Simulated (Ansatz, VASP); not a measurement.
NaCl: VASP beside Ansatz

Contents of POSCAR:

```
NaCl
1.0
    0.0000000000      2.8100000000      2.8100000000
    2.8100000000      0.0000000000      2.8100000000
    2.8100000000      2.8100000000      0.0000000000
Na Cl
1 1
Direct
    0.0000000000      0.0000000000      0.0000000000
    0.5000000000      0.5000000000      0.5000000000
```

INCAR.step1

```
SYSTEM = NaCl
PREC = Accurate
ENCUT = 520
ISMEAR = 0
SIGMA = 0.1
LREAL = .FALSE.
LASPH = .TRUE.
NELM = 100
NBANDS = 14
GGA = PE
ALGO = Normal
EDIFF = 1E-4
LWAVE = .TRUE.
LCHARG = .FALSE.
```

Contents of INCAR.step2:

```
SYSTEM = NaCl
PREC = Accurate
ENCUT = 520
EDIFF = 1E-6
ISMEAR = 0
SIGMA = 0.1
LREAL = .FALSE.
LASPH = .TRUE.
NELM = 100
ALGO = Normal
ISIF = 2
LWAVE = .FALSE.
LCHARG = .FALSE.
METAGGA = R2SCAN
LMIXTAU = .TRUE.
NBANDS = 14
ISTART = 1
```

File KPOINTS:

```
regular mesh
0
G
  6 6 6
  0 0 0
```

Input for Ansatz:

```yaml
crystal:
  lattice:
    - [0.0, 2.81, 2.81]
    - [2.81, 0.0, 2.81]
    - [2.81, 2.81, 0.0]
  atoms:
    - { symbol: Na, position: [0.0, 0.0, 0.0] }
    - { symbol: Cl, position: [0.5, 0.5, 0.5] }
basis:
  ecutwfc: 500
kpoints:
  mp_grid: { grid: [6, 6, 6] }
hamiltonian:
  xc: r2scan
  pseudopotentials: { kind: paw }
scf:
  occupations: { method: gaussian, width: 0.1 }
output:
  forces: true
  stress: true
  eigenvalues: true
```

Alike in both runs: task single point; functional r2SCAN; k mesh 6 × 6 × 6; occupations gaussian, width 0.1 eV; no spin polarisation.

```csv
,VASP,Ansatz
version,VASP 6.6.1,Ansatz 0.2.0
potentials or method,"VASP PAW PBE potentials, release 64 (Na_pv, Cl), cutoff 520 eV","scalar-relativistic, plane waves, PAW"
valence electrons in the cell,14,16
```

Ansatz gave:

* gap on the k mesh at the Fermi level (eV): 5.94
* least direct gap on the mesh (eV): 5.94
* pressure (GPa): -0.2

Q: Which values does VASP return?

A: gap on the k mesh at the Fermi level (eV): 5.97; least direct gap on the mesh (eV): 5.97; pressure (GPa): -0.4.

VASP's potentials were made for PBE, not for r2SCAN. VASP's potentials hold 14 valence electrons a cell and Ansatz's 16, so a difference there can come from the potentials and not from the codes.
